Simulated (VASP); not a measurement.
# Ta (Im-3m) in VASP: single point with LDA

Aim: the single point of Ta with LDA.

Program: VASP 6.6.1. These are calculated values, not measurements. Logs are shortened: lines on timing, memory, paths and dates and some standing lists are left out, and cuts for length are marked.

## 1. The cell of the first run

It takes space group Im-3m (No. 229, cubic). Conventional cell: a = 3.187 Å, b = 3.187 Å, c = 3.187 Å, α = 90.00°, β = 90.00°, γ = 90.00°. Within 3.6 Å of Ta (site symmetry m-3m) lie 14 Ta at 2.76 to 3.19 Å.

## 2. Single point, LDA (16.18 Å³/atom)

INCAR

```
PREC = Accurate
ENCUT = 500
EDIFF = 1E-6
ISMEAR = -1
SIGMA = 0.08
LREAL = F
LASPH = T
NELM = 120
ALGO = Normal
ISIF = 2
LWAVE = F
LCHARG = T
GGA = CA
LELF = T
LVHAR = T
NBANDS = 12
GGA_COMPAT = F
```

KPOINTS

```
regular mesh
0
Gamma
  18 18 18
```

POSCAR

```
Ta
1.0
   -1.5934046367      1.5934046367      1.5934046367
    1.5934046367     -1.5934046367      1.5934046367
    1.5934046367      1.5934046367     -1.5934046367
Ta
1
Direct
    0.0000000000      0.0000000000      0.0000000000
```

Potentials or basis: VASP PAW LDA potentials, release 64 (Ta_sv_GW).

Run with:

```console
$ cat potpaw_LDA.64/Ta_sv_GW/POTCAR > POTCAR
$ mpirun -np 1 vasp_std > vasp.out
```

OUTCAR:

```text
PREC = Accurate
   ENCUT = 500
   EDIFF = 1E-6
   ISMEAR = -1
   LREAL = F
   LASPH = T
   NELM = 120
   ISIF = 2
   GGA = CA

 ion  position               nearest neighbor table
   1  0.000  0.000  0.000-

  LATTYP: Found a body centered cubic cell.
 ALAT       =     3.1868092734

  Lattice vectors:

 A1 = (  -1.5934046367,   1.5934046367,   1.5934046367)
 A2 = (   1.5934046367,  -1.5934046367,   1.5934046367)
 A3 = (   1.5934046367,   1.5934046367,  -1.5934046367)

Analysis of symmetry for initial positions (statically):
=====================================================================
 Subroutine PRICEL returns:
 Original cell was already a primitive cell.

 Routine SETGRP: Setting up the symmetry group for a
 body centered cubic supercell.

 Subroutine GETGRP returns: Found 48 space group operations
 (whereof 48 operations were pure point group operations)
 out of a pool of 48 trial point group operations.

The static configuration has the point symmetry O_h .

Analysis of symmetry for dynamics (positions and initial velocities):
=====================================================================
 Subroutine PRICEL returns:
 Original cell was already a primitive cell.

 Routine SETGRP: Setting up the symmetry group for a
 body centered cubic supercell.

 Subroutine GETGRP returns: Found 48 space group operations
 (whereof 48 operations were pure point group operations)
 out of a pool of 48 trial point group operations.

The dynamic configuration has the point symmetry O_h .

 Subroutine INISYM returns: Found 48 space group operations
 (whereof 48 operations are pure point group operations),
 and found     1 'primitive' translations

----------------------------------------------------------------------------------------

                                     Primitive cell

  volume of cell :      16.1822

  direct lattice vectors                    reciprocal lattice vectors
    -1.593404637  1.593404637  1.593404637     0.000000000  0.313793489  0.313793489
     1.593404637 -1.593404637  1.593404637     0.313793489  0.000000000  0.313793489
     1.593404637  1.593404637 -1.593404637     0.313793489  0.313793489  0.000000000

  length of vectors
     2.759857788  2.759857788  2.759857788     0.443771008  0.443771008  0.443771008

  position of ions in fractional coordinates (direct lattice)
     0.000000000  0.000000000  0.000000000

  ion indices of the primitive-cell ions
   primitive index   ion index
                 1           1

----------------------------------------------------------------------------------------

[... 74 lines left out ...]
   NFREE  =      0    steps in history (QN), initial steepest desc. (CG)
   ISIF   =      2    stress and relaxation
   ISYM   =      2    0-nonsym 1-usesym 2-fastsym
   POTIM  = 0.5000    time-step for ionic-motion
   TEBEG  =    0.0;   TEEND  =   0.0 temperature during run
   PSTRESS=    0.0 pullay stress
   NELECT =      13.0000    total number of electrons
   NUPDOWN=      -1.0000    fix difference up-down
   EMIN   =  10.00;   EMAX   =-10.00  energy-range for DOS
   EFERMI =   0.00;   METHOD = LEGACY
   ISMEAR =    -1;   SIGMA  =   0.08  broadening in eV -4-tet -1-fermi 0-gaus
   EFERMI_NEDOS =   21; number of points for ismear=-14 and -15
   IALGO  =     38    algorithm
   IMIX   =      4    mixing-type and parameters
     AMIX     =   0.40;   BMIX     =  1.00
     AMIX_MAG =   1.60;   BMIX_MAG =  1.00
  volume/ion in A,a.u.               =      16.18       109.20
  Fermi-wavevector in a.u.,A,eV,Ry     =   1.521866  2.875911 31.512147  2.316077
  Thomas-Fermi vector in A             =   2.630523
   LORBIT       =      0    0 simple, 1 ext, 2 COOP (PROOUT), +10 PAW based schemes
   GGA     = CA    functional components
   LHFCALC =     F    Hartree Fock is set to
   AEXX    =    0.0000 exact exchange contribution
   IVDW    =     0    specifies the selected vdW correction
   LEPSILON=     F    determine dielectric tensor
   LRPA    =     F    only Hartree local field effects (RPA)
 non-spin polarized calculation
  energy-cutoff  :      500.00
  volume of cell :       16.18
 maximum number of plane-waves:       426
   NGX =  9   NGY =  9   NGZ =  9

 number of electron      12.9999998 magnetization

 Free energy of the ion-electron system (eV)
  ---------------------------------------------------
  ext. energy  EPLUGINS =         0.00000000
  ---------------------------------------------------
  free energy    TOTEN  =       -15.28080875 eV

  energy without entropy =      -15.25620899  energy(sigma->0) =      -15.26850887

 E-fermi :  11.6677     XC(G=0): -13.8707

 val. band max:       11.6555499702   @ k =  -0.1667   0.1667   0.0556
 cond. band min:      11.6806237696   @ k =  -0.3333   0.3333   0.0556
 fundamental gap:      0.0250737994
 Fermi energy:        11.6676737525

 k-point     1 :       0.0000    0.0000    0.0000
  band No.  band energies     occupation
      1     -54.8794      2.00000
      2     -20.8187      2.00000
      3     -20.8187      2.00000
      4     -20.8187      2.00000
      5       3.4541      2.00000
      6      12.3181      0.00059
      7      12.3181      0.00059
      8      12.3181      0.00059
      9      15.9681      0.00000
     10      15.9681      0.00000
     11      26.7630      0.00000
     12      26.7630      0.00000
[... 331 lines left out ...]
 k-point    24 :       0.3889    0.1111    0.0000
  band No.  band energies     occupation
      1     -54.6899      2.00000
      2     -22.3975      2.00000
      3     -21.4009      2.00000
      4     -20.9090      2.00000
      5       7.2764      2.00000
      6       9.9016      2.00000
      7      12.7847      0.00000
      8      15.7696      0.00000
      9      17.2818      0.00000
     10      20.6175      0.00000
     11      24.6168      0.00000
     12      25.3752      0.00000

 [... further k-points ...]
[... 5 lines left out ...]
  --------------------------------------------------------------------------------------
  -------------------------------------------------------------------------------------
  Total        1.4711023      1.4711023      1.4711023      0.0000000     -0.0000000     -0.0000000
  in kB      145.6515924    145.6515924    145.6515924      0.0000000     -0.0000000     -0.0000000
  external PRESSURE =     145.6515924 kB  Pullay stress =       0.0000000 kB

 VOLUME and BASIS-vectors are now :
 -----------------------------------------------------------------------------
  energy-cutoff  :      500.00
  volume of cell :       16.18
      direct lattice vectors                 reciprocal lattice vectors
    -1.593404637  1.593404637  1.593404637     0.000000000  0.313793489  0.313793489
     1.593404637 -1.593404637  1.593404637     0.313793489  0.000000000  0.313793489
     1.593404637  1.593404637 -1.593404637     0.313793489  0.313793489  0.000000000

 POSITION                                       TOTAL-FORCE (eV/Angst)
 -----------------------------------------------------------------------------------
      0.00000      0.00000      0.00000         0.000000      0.000000     -0.000000
 -----------------------------------------------------------------------------------
    total drift:                               -0.000000     -0.000000     -0.000000

  FREE ENERGIE OF THE ION-ELECTRON SYSTEM (eV)
  ---------------------------------------------------
  free  energy   TOTEN  =       -15.2808087519 eV

  energy  without entropy=      -15.2562089858  energy(sigma->0) =      -15.26850887
```

It took 19 s on 1 thread of AMD EPYC 7R13 (Zen 3), shared host; peak memory 0.12 GiB.

Results:

```
Free energy            : -15.2808 eV
Pressure               : 14.6 GPa
Band gap on the k mesh : zero (an odd number of electrons rules out a gap without spin polarisation)
```

Caveat: the cell stands under pressure; spin-orbit coupling is left out, which moves the levels of the heavy elements.

The gap in the log of VASP goes by the Fermi energy; the results here count the filled bands.